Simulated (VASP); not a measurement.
# CoSi2 (Fm-3m) in VASP: notebook

The runs below take CoSi2 through single point, with PBEsol.

All numbers are computed with VASP 6.6.1; they aren't measurements. Logs are shortened: lines on timing, memory, paths and dates and some standing lists are left out, and cuts for length are marked.

### 1 The cell of the first run

Symmetry: Fm-3m, No. 225, cubic system. The conventional cell has a = 5.313 Å, b = 5.313 Å, c = 5.313 Å, α = 90.00°, β = 90.00°, γ = 90.00°. Co (site symmetry m-3m) has 8 Si at 2.30 Å within 3.0 Å. Si (site symmetry -43m) has 4 Co at 2.30 Å and 6 Si at 2.66 Å within 3.0 Å.

### 2 Single point, PBEsol

Contents of INCAR:

```
PREC = Accurate
ENCUT = 520
EDIFF = 1E-7
ISMEAR = 0
SIGMA = 0.15
LREAL = F
LASPH = T
NELM = 80
ALGO = Normal
ISIF = 2
LWAVE = F
LCHARG = T
GGA = PS
LELF = T
LVHAR = T
NBANDS = 16
```

Contents of KPOINTS:

```
Automatic mesh
0
Gamma
  18 18 18
```

Contents of POSCAR:

```
CoSi2
1.0
    0.0000000000      2.6562539720      2.6562539720
    2.6562539720      0.0000000000      2.6562539720
    2.6562539720      2.6562539720      0.0000000000
Co Si
1 2
Direct
    0.0000000000      0.0000000000      0.0000000000
    0.2500000000      0.2500000000      0.2500000000
    0.7500000000      0.7500000000      0.7500000000
```

Potentials or basis: VASP PAW PBE potentials, release 64 (Co, Si).

Started as:

```
$ cat potpaw_PBE.64/Co/POTCAR potpaw_PBE.64/Si/POTCAR > POTCAR
$ mpirun -np 1 vasp_std > vasp.out
```

OUTCAR:

```text
PREC = Accurate
   ENCUT = 520
   EDIFF = 1E-7
   ISMEAR = 0
   LREAL = F
   LASPH = T
   NELM = 80
   ISIF = 2
   GGA = PS

 ion  position               nearest neighbor table
   1  0.000  0.000  0.000-   3 2.30   3 2.30   3 2.30   2 2.30   3 2.30   2 2.30   2 2.30   2 2.30

   2  0.250  0.250  0.250-   1 2.30   1 2.30   1 2.30   1 2.30   3 2.66   3 2.66   3 2.66   3 2.66
                             3 2.66   3 2.66
   3  0.750  0.750  0.750-   1 2.30   1 2.30   1 2.30   1 2.30   2 2.66   2 2.66   2 2.66   2 2.66
                             2 2.66   2 2.66

  LATTYP: Found a face centered cubic cell.
 ALAT       =     5.3125079440

  Lattice vectors:

 A1 = (   0.0000000000,   2.6562539720,   2.6562539720)
 A2 = (   2.6562539720,   0.0000000000,   2.6562539720)
 A3 = (   2.6562539720,   2.6562539720,   0.0000000000)

Analysis of symmetry for initial positions (statically):
=====================================================================
 Subroutine PRICEL returns:
 Original cell was already a primitive cell.

 Routine SETGRP: Setting up the symmetry group for a
 face centered cubic supercell.

 Subroutine GETGRP returns: Found 48 space group operations
 (whereof 48 operations were pure point group operations)
 out of a pool of 48 trial point group operations.

The static configuration has the point symmetry O_h .

Analysis of symmetry for dynamics (positions and initial velocities):
=====================================================================
 Subroutine PRICEL returns:
 Original cell was already a primitive cell.

 Routine SETGRP: Setting up the symmetry group for a
 face centered cubic supercell.

 Subroutine GETGRP returns: Found 48 space group operations
 (whereof 48 operations were pure point group operations)
 out of a pool of 48 trial point group operations.

The dynamic configuration has the point symmetry O_h .

 Subroutine INISYM returns: Found 48 space group operations
 (whereof 48 operations are pure point group operations),
 and found     1 'primitive' translations

----------------------------------------------------------------------------------------

                                     Primitive cell

  volume of cell :      37.4834

  direct lattice vectors                    reciprocal lattice vectors
     0.000000000  2.656253972  2.656253972    -0.188235013  0.188235013  0.188235013
     2.656253972  0.000000000  2.656253972     0.188235013 -0.188235013  0.188235013
     2.656253972  2.656253972  0.000000000     0.188235013  0.188235013 -0.188235013

  length of vectors
     3.756510392  3.756510392  3.756510392     0.326032606  0.326032606  0.326032606

  position of ions in fractional coordinates (direct lattice)
     0.000000000  0.000000000  0.000000000
     0.250000000  0.250000000  0.250000000
     0.750000000  0.750000000  0.750000000

  ion indices of the primitive-cell ions
   primitive index   ion index
                 1           1
                 2           2
                 3           3

----------------------------------------------------------------------------------------

 KPOINTS: Automatic mesh

Automatic generation of k-mesh.
 Grid dimensions read from file:
 generate k-points for:   18   18   18

 Generating k-lattice:

  Cartesian coordinates                     Fractional coordinates (reciprocal lattice)
    -0.010457501  0.010457501  0.010457501     0.055555556  0.000000000  0.000000000
     0.010457501 -0.010457501  0.010457501     0.000000000  0.055555556  0.000000000
     0.010457501  0.010457501 -0.010457501     0.000000000  0.000000000  0.055555556

  Length of vectors
     0.018112923  0.018112923  0.018112923

  Shift w.r.t. Gamma in fractional coordinates (k-lattice)
     0.000000000  0.000000000  0.000000000

 Subroutine IBZKPT returns following result:
 ===========================================

 Found    195 irreducible k-points:

 Following reciprocal coordinates:
            Coordinates               Weight
  0.000000  0.000000  0.000000      1.000000
  0.055556  0.000000  0.000000      8.000000
  0.111111  0.000000  0.000000      8.000000
  0.166667  0.000000  0.000000      8.000000
  0.222222  0.000000  0.000000      8.000000
  0.277778  0.000000  0.000000      8.000000
[... 16 lines left out ...]
 -0.277778  0.055556  0.000000     24.000000
 -0.222222  0.055556  0.000000     24.000000
 [... further k-points ...]
   k-points           NKPTS =    195   k-points in BZ     NKDIM =    195   number of bands    NBANDS=     16
   number of dos      NEDOS =    301   number of ions     NIONS =      3
   total plane-waves  NPLWV =  21952
   dimension x,y,z NGX =    28 NGY =   28 NGZ =   28
   dimension x,y,z NGXF=    56 NGYF=   56 NGZF=   56
   ions per type =               1   2
   NGX,Y,Z   is equivalent  to a cutoff of  12.39, 12.39, 12.39 a.u.
   NGXF,Y,Z  is equivalent  to a cutoff of  24.78, 24.78, 24.78 a.u.
 SYSTEM =  unknown system
   PREC   = accura    normal or accurate (medium, high low for compatibility)
   ISTART =      0    job   : 0-new  1-cont  2-samecut
   ICHARG =      2    charge: 1-file 2-atom 10-const
   ISPIN  =      1    spin polarized calculation?
   LNONCOLLINEAR =      F non collinear calculations
   LSORBIT =      F    spin-orbit coupling
   LASPH  =      T    aspherical Exc in radial PAW
   ENCUT  =  520.0 eV  38.22 Ry    6.18 a.u.   6.98  6.98  6.98*2*pi/ulx,y,z
   NELM   =     80;   NELMIN=  2; NELMDL= -5     # of ELM steps
   EDIFF  = 0.1E-06   stopping-criterion for ELM
   LREAL  =      F    real-space projection
   EDIFFG = 0.1E-05   stopping-criterion for IOM
   NSW    =      0    number of steps for IOM
   IBRION =     -1    ionic relax: 0-MD 1-quasi-New 2-CG
   NFREE  =      0    steps in history (QN), initial steepest desc. (CG)
   ISIF   =      2    stress and relaxation
   ISYM   =      2    0-nonsym 1-usesym 2-fastsym
   POTIM  = 0.5000    time-step for ionic-motion
   TEBEG  =    0.0;   TEEND  =   0.0 temperature during run
   PSTRESS=    0.0 pullay stress
   NELECT =      17.0000    total number of electrons
   NUPDOWN=      -1.0000    fix difference up-down
   EMIN   =  10.00;   EMAX   =-10.00  energy-range for DOS
   EFERMI =   0.00;   METHOD = LEGACY
   ISMEAR =     0;   SIGMA  =   0.15  broadening in eV -4-tet -1-fermi 0-gaus
   EFERMI_NEDOS =   21; number of points for ismear=-14 and -15
   IALGO  =     38    algorithm
   IMIX   =      4    mixing-type and parameters
     AMIX     =   0.40;   BMIX     =  1.00
     AMIX_MAG =   1.60;   BMIX_MAG =  1.00
  volume/ion in A,a.u.               =      12.49        84.32
  Fermi-wavevector in a.u.,A,eV,Ry     =   1.257800  2.376897 21.525240  1.582060
  Thomas-Fermi vector in A             =   2.391441
   LORBIT       =      0    0 simple, 1 ext, 2 COOP (PROOUT), +10 PAW based schemes
   GGA     = PS    functional components
   LHFCALC =     F    Hartree Fock is set to
   AEXX    =    0.0000 exact exchange contribution
   IVDW    =     0    specifies the selected vdW correction
   LEPSILON=     F    determine dielectric tensor
   LRPA    =     F    only Hartree local field effects (RPA)
 non-spin polarized calculation
 Gauss-broadening in eV      SIGMA  =   0.15
  energy-cutoff  :      520.00
  volume of cell :       37.48
 maximum number of plane-waves:      1022
   NGX = 13   NGY = 13   NGZ = 13

 number of electron      17.0000005 magnetization

 Free energy of the ion-electron system (eV)
  ---------------------------------------------------
  ext. energy  EPLUGINS =         0.00000000
  ---------------------------------------------------
  free energy    TOTEN  =       -20.98718506 eV

  energy without entropy =      -20.97573840  energy(sigma->0) =      -20.98146173

 E-fermi :  10.3239     XC(G=0): -11.9678

 val. band max:       10.3231394993   @ k =   0.4444   0.1667   0.0556
 cond. band min:      10.3277319702   @ k =   0.2222   0.2222   0.0000
 fundamental gap:      0.0045924709
 Fermi energy:        10.3238697936

 k-point     1 :       0.0000    0.0000    0.0000
  band No.  band energies     occupation
      1      -2.9805      2.00000
      2       6.1373      2.00000
      3       6.1373      2.00000
      4       6.1373      2.00000
      5       8.3426      2.00000
      6       8.3426      2.00000
[... 8 lines left out ...]
     15      16.0934      0.00000
     16      16.0934      0.00000

 k-point     2 :       0.0556    0.0000    0.0000
  band No.  band energies     occupation
      1      -2.9327      2.00000
      2       6.0235      2.00000
      3       6.1545      2.00000
      4       6.1545      2.00000
      5       8.3273      2.00000
      6       8.3273      2.00000
[... 8 lines left out ...]
     15      15.9024      0.00000
     16      15.9996      0.00000

 k-point     3 :       0.1111    0.0000    0.0000
  band No.  band energies     occupation
      1      -2.7895      2.00000
      2       5.7001      2.00000
      3       6.2043      2.00000
      4       6.2043      2.00000
      5       8.2871      2.00000
      6       8.2871      2.00000
[... 8 lines left out ...]
     15      15.7514      0.00000
     16      15.8607      0.00000

 k-point     4 :       0.1667    0.0000    0.0000
  band No.  band energies     occupation
      1      -2.5522      2.00000
      2       5.2061      2.00000
      3       6.2807      2.00000
      4       6.2807      2.00000
      5       8.2376      2.00000
      6       8.2376      2.00000
[... 8 lines left out ...]
     15      15.9290      0.00000
     16      16.7492      0.00000
[... 324 lines left out ...]
 k-point    22 :      -0.3333    0.0556    0.0000
  band No.  band energies     occupation
      1      -1.0778      2.00000
      2       2.8383      2.00000
      3       6.4050      2.00000
      4       6.6605      2.00000
      5       8.1161      2.00000
      6       8.4108      2.00000
[... 8 lines left out ...]
     15      18.6567      0.00000
     16      20.1907      0.00000

 k-point    23 :      -0.2778    0.0556    0.0000
  band No.  band energies     occupation
      1      -1.6055      2.00000
      2       3.6191      2.00000
      3       6.3389      2.00000
      4       6.5988      2.00000
      5       8.0371      2.00000
      6       8.3594      2.00000
[... 8 lines left out ...]
     15      17.8206      0.00000
     16      19.2679      0.00000

 k-point    24 :      -0.2222    0.0556    0.0000
  band No.  band energies     occupation
      1      -2.0516      2.00000
      2       4.3495      2.00000
      3       6.2697      2.00000
      4       6.5004      2.00000
      5       8.0400      2.00000
      6       8.3193      2.00000
[... 8 lines left out ...]
     15      17.0797      0.00000
     16      18.3550      0.00000

 [... further k-points ...]

------------------------ aborting loop because EDIFF is reached ----------------------------------------

  FORCE on cell =-STRESS in cart. coord.  units (eV):
  Direction    XX          YY          ZZ          XY          YZ          ZX
  --------------------------------------------------------------------------------------
  -------------------------------------------------------------------------------------
  Total        0.0202046      0.0202046      0.0202046     -0.0000000      0.0000000     -0.0000000
  in kB        0.8636191      0.8636191      0.8636191     -0.0000000      0.0000000     -0.0000000
  external PRESSURE =       0.8636191 kB  Pullay stress =       0.0000000 kB

 VOLUME and BASIS-vectors are now :
 -----------------------------------------------------------------------------
  energy-cutoff  :      520.00
  volume of cell :       37.48
      direct lattice vectors                 reciprocal lattice vectors
     0.000000000  2.656253972  2.656253972    -0.188235013  0.188235013  0.188235013
     2.656253972  0.000000000  2.656253972     0.188235013 -0.188235013  0.188235013
     2.656253972  2.656253972  0.000000000     0.188235013  0.188235013 -0.188235013

 POSITION                                       TOTAL-FORCE (eV/Angst)
 -----------------------------------------------------------------------------------
      0.00000      0.00000      0.00000         0.000000     -0.000000     -0.000000
      1.32813      1.32813      1.32813        -0.000000     -0.000000     -0.000000
      3.98438      3.98438      3.98438         0.000000      0.000000      0.000000
 -----------------------------------------------------------------------------------
    total drift:                               -0.000000     -0.000000      0.000000

  FREE ENERGIE OF THE ION-ELECTRON SYSTEM (eV)
  ---------------------------------------------------
  free  energy   TOTEN  =       -20.9871850633 eV

  energy  without entropy=      -20.9757384023  energy(sigma->0) =      -20.98146173
```

Wall time 3.4 min (1 thread of Intel Xeon 8259CL, shared host); peak memory 0.24 GiB.

Results:

```
Free energy            : -20.9872 eV
Pressure               : 0.1 GPa
Band gap on the k mesh : zero (an odd number of electrons rules out a gap without spin polarisation)
```

Caveat: the PAW data sets were made with another functional, which shifts forces and pressure a little; the run has no spin polarisation, though such a crystal can be magnetic.

(Continued in part 2 of 2.)
